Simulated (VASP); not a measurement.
# B3Rh (Pm-3m) in VASP: further runs

B3Rh is run at these levels: PBE; tasks: relaxation of cell and atoms.

Program: VASP 6.6.1. These are calculated values, not measurements. Logs are shortened: lines on timing, memory, paths and dates and some standing lists are left out, and cuts for length are marked.

### Step 1. The cell of the first run

Symmetry: Pm-3m, No. 221, cubic system. Conventional cell: a = 3.510 Å, b = 3.510 Å, c = 3.510 Å, α = 90.00°, β = 90.00°, γ = 90.00°. B (site symmetry 4/mmm) has 2 Rh at 1.75 Å within 2.3 Å. Within 2.3 Å of Rh (site symmetry m-3m) lie 6 B at 1.75 Å.

### Step 2. Relaxation of cell and atoms, PBE

INCAR

```
SYSTEM = B3Rh
PREC     = Accurate       ! precision mode
ENCUT    = 600            ! plane-wave cutoff, eV
EDIFF    = 1E-6           ! SCF threshold, eV
ISMEAR   = 0              ! smearing method
SIGMA    = 0.1            ! smearing width, eV
LREAL    = .FALSE.        ! projectors in reciprocal space
LASPH    = .TRUE.         ! aspherical terms in the spheres
NELM     = 100            ! most SCF steps
ALGO     = Normal         ! electronic algorithm
ISIF     = 3              ! what is computed and relaxed
LWAVE    = .FALSE.        ! write WAVECAR
LCHARG   = .FALSE.        ! write CHGCAR
GGA      = PE             ! functional
IBRION   = 2              ! ionic algorithm
NSW      = 90             ! ionic steps
EDIFFG   = -0.04          ! ionic threshold
```

KPOINTS

```
regular mesh
0
G
  6 6 6
  0 0 0
```

POSCAR

```
B3Rh
1.0
    3.5097570400      0.0000000000      0.0000000000
    0.0000000000      3.5097570400      0.0000000000
    0.0000000000      0.0000000000      3.5097570400
B Rh
3 1
Direct
    0.0000000000      0.5000000000      0.5000000000
    0.5000000000      0.0000000000      0.5000000000
    0.5000000000      0.5000000000      0.0000000000
    0.5000000000      0.5000000000      0.5000000000
```

Potentials or basis: VASP PAW PBE potentials, release 64 (B, Rh_pv).

Launch:

```bash
$ cat potpaw_PBE.64/B/POTCAR potpaw_PBE.64/Rh_pv/POTCAR > POTCAR
$ mpirun -np 1 vasp_std > vasp.out
```

OUTCAR:

```text
SYSTEM = B3Rh
   PREC = Accurate
   ENCUT = 600
   EDIFF = 1E-6
   ISMEAR = 0
   LREAL = .FALSE.
   LASPH = .TRUE.
   NELM = 100
   ISIF = 3
   GGA = PE
   IBRION = 2
   NSW = 90
   EDIFFG = -0.04

 ion  position               nearest neighbor table
   1  0.000  0.500  0.500-   4 1.75   4 1.75
   2  0.500  0.000  0.500-   4 1.75   4 1.75
   3  0.500  0.500  0.000-   4 1.75   4 1.75
   4  0.500  0.500  0.500-   1 1.75   2 1.75   3 1.75   3 1.75   2 1.75   1 1.75

  LATTYP: Found a simple cubic cell.
 ALAT       =     3.5097570400

  Lattice vectors:

 A1 = (   3.5097570400,   0.0000000000,   0.0000000000)
 A2 = (   0.0000000000,   3.5097570400,   0.0000000000)
 A3 = (   0.0000000000,   0.0000000000,   3.5097570400)

Analysis of symmetry for initial positions (statically):
=====================================================================
 Subroutine PRICEL returns:
 Original cell was already a primitive cell.

 Routine SETGRP: Setting up the symmetry group for a
 simple cubic supercell.

 Subroutine GETGRP returns: Found 48 space group operations
 (whereof 48 operations were pure point group operations)
 out of a pool of 48 trial point group operations.

The static configuration has the point symmetry O_h .

Analysis of symmetry for dynamics (positions and initial velocities):
=====================================================================
 Subroutine PRICEL returns:
 Original cell was already a primitive cell.

 Routine SETGRP: Setting up the symmetry group for a
 simple cubic supercell.

 Subroutine GETGRP returns: Found 48 space group operations
 (whereof 48 operations were pure point group operations)
 out of a pool of 48 trial point group operations.

The dynamic configuration has the point symmetry O_h .

 Subroutine INISYM returns: Found 48 space group operations
 (whereof 48 operations are pure point group operations),
 and found     1 'primitive' translations

----------------------------------------------------------------------------------------

                                     Primitive cell

  volume of cell :      43.2346

  direct lattice vectors                    reciprocal lattice vectors
     3.509757040  0.000000000  0.000000000     0.284920007  0.000000000  0.000000000
     0.000000000  3.509757040  0.000000000     0.000000000  0.284920007  0.000000000
     0.000000000  0.000000000  3.509757040     0.000000000  0.000000000  0.284920007

  length of vectors
     3.509757040  3.509757040  3.509757040     0.284920007  0.284920007  0.284920007

  position of ions in fractional coordinates (direct lattice)
     0.000000000  0.500000000  0.500000000
     0.500000000  0.000000000  0.500000000
     0.500000000  0.500000000  0.000000000
     0.500000000  0.500000000  0.500000000

  ion indices of the primitive-cell ions
   primitive index   ion index
                 1           1
                 2           2
                 3           3
                 4           4

----------------------------------------------------------------------------------------

 KPOINTS: regular mesh

Automatic generation of k-mesh.
 Grid dimensions read from file:
 generate k-points for:    6    6    6

 Generating k-lattice:

  Cartesian coordinates                     Fractional coordinates (reciprocal lattice)
     0.047486668  0.000000000  0.000000000     0.166666667  0.000000000  0.000000000
     0.000000000  0.047486668  0.000000000     0.000000000  0.166666667  0.000000000
     0.000000000  0.000000000  0.047486668     0.000000000  0.000000000  0.166666667

  Length of vectors
     0.047486668  0.047486668  0.047486668

  Shift w.r.t. Gamma in fractional coordinates (k-lattice)
     0.000000000  0.000000000  0.000000000

 Subroutine IBZKPT returns following result:
 ===========================================

 Found     20 irreducible k-points:

 Following reciprocal coordinates:
            Coordinates               Weight
  0.000000  0.000000  0.000000      1.000000
  0.166667  0.000000  0.000000      6.000000
  0.333333  0.000000  0.000000      6.000000
  0.500000  0.000000  0.000000      3.000000
  0.166667  0.166667  0.000000     12.000000
  0.333333  0.166667  0.000000     24.000000
[... 12 lines left out ...]
  0.500000  0.500000  0.333333      6.000000
  0.500000  0.500000  0.500000      1.000000
   k-points           NKPTS =     20   k-points in BZ     NKDIM =     20   number of bands    NBANDS=     16
   number of dos      NEDOS =    301   number of ions     NIONS =      4
   total plane-waves  NPLWV =  21952
   dimension x,y,z NGX =    28 NGY =   28 NGZ =   28
   dimension x,y,z NGXF=    56 NGYF=   56 NGZF=   56
   ions per type =               3   1
   NGX,Y,Z   is equivalent  to a cutoff of  13.26, 13.26, 13.26 a.u.
   NGXF,Y,Z  is equivalent  to a cutoff of  26.53, 26.53, 26.53 a.u.
 SYSTEM =  B3Rh
   PREC   = accura    normal or accurate (medium, high low for compatibility)
   ISTART =      0    job   : 0-new  1-cont  2-samecut
   ICHARG =      2    charge: 1-file 2-atom 10-const
   ISPIN  =      1    spin polarized calculation?
   LNONCOLLINEAR =      F non collinear calculations
   LSORBIT =      F    spin-orbit coupling
   LASPH  =      T    aspherical Exc in radial PAW
   ENCUT  =  600.0 eV  44.10 Ry    6.64 a.u.   7.01  7.01  7.01*2*pi/ulx,y,z
   NELM   =    100;   NELMIN=  2; NELMDL= -5     # of ELM steps
   EDIFF  = 0.1E-05   stopping-criterion for ELM
   LREAL  =      F    real-space projection
   EDIFFG = -.4E-01   stopping-criterion for IOM
   NSW    =     90    number of steps for IOM
   IBRION =      2    ionic relax: 0-MD 1-quasi-New 2-CG
   NFREE  =      1    steps in history (QN), initial steepest desc. (CG)
   ISIF   =      3    stress and relaxation
   ISYM   =      2    0-nonsym 1-usesym 2-fastsym
   POTIM  = 0.5000    time-step for ionic-motion
   TEBEG  =    0.0;   TEEND  =   0.0 temperature during run
   PSTRESS=    0.0 pullay stress
   NELECT =      24.0000    total number of electrons
   NUPDOWN=      -1.0000    fix difference up-down
   EMIN   =  10.00;   EMAX   =-10.00  energy-range for DOS
   EFERMI =   0.00;   METHOD = LEGACY
   ISMEAR =     0;   SIGMA  =   0.10  broadening in eV -4-tet -1-fermi 0-gaus
   EFERMI_NEDOS =   21; number of points for ismear=-14 and -15
   IALGO  =     38    algorithm
   IMIX   =      4    mixing-type and parameters
     AMIX     =   0.40;   BMIX     =  1.00
     AMIX_MAG =   1.60;   BMIX_MAG =  1.00
  volume/ion in A,a.u.               =      10.81        72.94
  Fermi-wavevector in a.u.,A,eV,Ry     =   1.345452  2.542536 24.629823  1.810241
  Thomas-Fermi vector in A             =   2.473364
   LORBIT       =      0    0 simple, 1 ext, 2 COOP (PROOUT), +10 PAW based schemes
   GGA     = PE    functional components
   LHFCALC =     F    Hartree Fock is set to
   AEXX    =    0.0000 exact exchange contribution
   IVDW    =     0    specifies the selected vdW correction
   LEPSILON=     F    determine dielectric tensor
   LRPA    =     F    only Hartree local field effects (RPA)
 conjugate gradient relaxation of ions
 non-spin polarized calculation
 Gauss-broadening in eV      SIGMA  =   0.10
  energy-cutoff  :      600.00
  volume of cell :       43.23
 maximum number of plane-waves:      1472
   NGX = 15   NGY = 15   NGZ = 15

--------------------------------------- Ionic step        1  -------------------------------------------

 number of electron      23.9999991 magnetization

 Free energy of the ion-electron system (eV)
  ---------------------------------------------------
  ext. energy  EPLUGINS =         0.00000000
  ---------------------------------------------------
  free energy    TOTEN  =       -17.42218528 eV

  energy without entropy =      -17.41774608  energy(sigma->0) =      -17.41996568

 E-fermi :   8.1087     XC(G=0): -11.0194

 val. band max:        8.0443823669   @ k =   0.5000   0.3333   0.0000
 cond. band min:       8.1891878317   @ k =   0.5000   0.1667   0.0000
 fundamental gap:      0.1448054649
 Fermi energy:         8.1087394722

 k-point     1 :       0.0000    0.0000    0.0000
  band No.  band energies     occupation
      1     -42.3942      2.00000
      2     -42.3942      2.00000
      3     -42.3942      2.00000
      4      -5.0909      2.00000
      5      -2.6477      2.00000
      6      -2.6477      2.00000
[... 8 lines left out ...]
     15       9.8854      0.00000
     16      12.1327      0.00000

 k-point     2 :       0.1667    0.0000    0.0000
  band No.  band energies     occupation
      1     -42.3934      2.00000
      2     -42.3934      2.00000
      3     -42.3892      2.00000
      4      -4.8016      2.00000
      5      -2.6090      2.00000
      6      -2.6038      2.00000
[... 8 lines left out ...]
     15      10.2530      0.00000
     16      10.9780      0.00000
[... 467 lines left out ...]
 VOLUME and BASIS-vectors are now :
 -----------------------------------------------------------------------------
  energy-cutoff  :      600.00
  volume of cell :       66.36
      direct lattice vectors                 reciprocal lattice vectors
     4.048627808  0.000000000 -0.000000000     0.246997266  0.000000000 -0.000000000
    -0.000000000  4.048627808 -0.000000000    -0.000000000  0.246997266 -0.000000000
     0.000000000  0.000000000  4.048627808     0.000000000  0.000000000  0.246997266

 POSITION                                       TOTAL-FORCE (eV/Angst)
 -----------------------------------------------------------------------------------
      0.00000      2.02431      2.02431         0.000000     -0.000000      0.000000
      2.02431      0.00000      2.02431         0.000000     -0.000000      0.000000
      2.02431      2.02431     -0.00000         0.000000     -0.000000      0.000000
      2.02431      2.02431      2.02431        -0.000000      0.000000      0.000000
 -----------------------------------------------------------------------------------
    total drift:                                0.000000      0.000000      0.000000

  FREE ENERGIE OF THE ION-ELECTRON SYSTEM (eV)
  ---------------------------------------------------
  free  energy   TOTEN  =       -23.0195053207 eV

  energy  without entropy=      -23.0195053205  energy(sigma->0) =      -23.01950532

--------------------------------------- Ionic step        5  -------------------------------------------

 number of electron      24.0000004 magnetization

 Free energy of the ion-electron system (eV)
  ---------------------------------------------------
  ext. energy  EPLUGINS =         0.00000000
  ---------------------------------------------------
  free energy    TOTEN  =       -23.02376344 eV

  energy without entropy =      -23.02376344  energy(sigma->0) =      -23.02376344

 E-fermi :   4.0498     XC(G=0):  -9.1545

 val. band max:        3.6529293038   @ k =   0.5000   0.5000   0.0000
 cond. band min:       4.4465266892   @ k =   0.5000   0.5000   0.0000
 fundamental gap:      0.7935973855
 Fermi energy:         4.0498021330

 k-point     1 :       0.0000    0.0000    0.0000
  band No.  band energies     occupation
      1     -44.7583      2.00000
      2     -44.7583      2.00000
      3     -44.7583      2.00000
      4      -6.5511      2.00000
      5      -4.1249      2.00000
      6      -4.1249      2.00000
[... 8 lines left out ...]
     15       5.8291      0.00000
     16       5.9459      0.00000

 k-point     2 :       0.1667    0.0000    0.0000
  band No.  band energies     occupation
      1     -44.7582      2.00000
      2     -44.7582      2.00000
      3     -44.7578      2.00000
      4      -6.3521      2.00000
      5      -4.0992      2.00000
      6      -4.0637      2.00000
[... 8 lines left out ...]
     15       5.9825      0.00000
     16       6.2422      0.00000
[... 353 lines left out ...]
 VOLUME and BASIS-vectors are now :
 -----------------------------------------------------------------------------
  energy-cutoff  :      600.00
  volume of cell :       65.43
      direct lattice vectors                 reciprocal lattice vectors
     4.029670419  0.000000000 -0.000000000     0.248159253  0.000000000 -0.000000000
    -0.000000000  4.029670419 -0.000000000    -0.000000000  0.248159253 -0.000000000
     0.000000000  0.000000000  4.029670419     0.000000000  0.000000000  0.248159253

 POSITION                                       TOTAL-FORCE (eV/Angst)
 -----------------------------------------------------------------------------------
      0.00000      2.01484      2.01484         0.000000     -0.000000      0.000000
      2.01484      0.00000      2.01484         0.000000     -0.000000      0.000000
      2.01484      2.01484     -0.00000         0.000000     -0.000000      0.000000
      2.01484      2.01484      2.01484        -0.000000      0.000000      0.000000
 -----------------------------------------------------------------------------------
    total drift:                                0.000000      0.000000      0.000000

  FREE ENERGIE OF THE ION-ELECTRON SYSTEM (eV)
  ---------------------------------------------------
  free  energy   TOTEN  =       -23.0237634424 eV

  energy  without entropy=      -23.0237634421  energy(sigma->0) =      -23.02376344

 reached required accuracy - stopping structural energy minimisation
```

Run time: 2.4 min. Hardware: 1 thread of AMD EPYC 7R13, shared host; peak memory 0.14 GiB.

What came out:

```
Free energy                            : -23.0238 eV
Relaxed volume                         : 16.36 Å³/atom
Relaxed cell                           : a = 4.030 Å, b = 4.030 Å, c = 4.030 Å, α = 90.00°, β = 90.00°, γ = 90.00°
Space group after relaxing (to 0.05 Å) : Pm-3m (No. 221)
Energy gained by relaxing              : 1400.4 meV/atom
Ionic steps                            : 5
Pressure after relaxing                : 0.1 GPa
Band gap on the k mesh                 : 0.79 eV, direct
```

The path:
```
step  energy change (eV)  largest force (eV/Å)  pressure (GPa)  volume (Å³)
   1              0.0000                0.0000          112.54        43.23
   2             -1.0907                0.0000          -19.60       110.27
   3             -5.5319                0.0000           -3.78        67.77
   4             -5.5973                0.0000           -1.57        66.36
   5             -5.6016                0.0000            0.12        65.43
```

Final structure:
```yaml
crystal:
  lattice:
    - [4.02967, 0.00000, 0.00000]
    - [0.00000, 4.02967, 0.00000]
    - [0.00000, 0.00000, 4.02967]
  atoms:
    - { symbol: B, position: [0.00000, 0.50000, 0.50000] }
    - { symbol: B, position: [0.50000, 0.00000, 0.50000] }
    - { symbol: B, position: [0.50000, 0.50000, 0.00000] }
    - { symbol: Rh, position: [0.50000, 0.50000, 0.50000] }
```

Caveat: the volume moved by over 15 % at a fixed basis, so the end points are rough. A k mesh can miss the band edges.

[end of part 1 of 2]
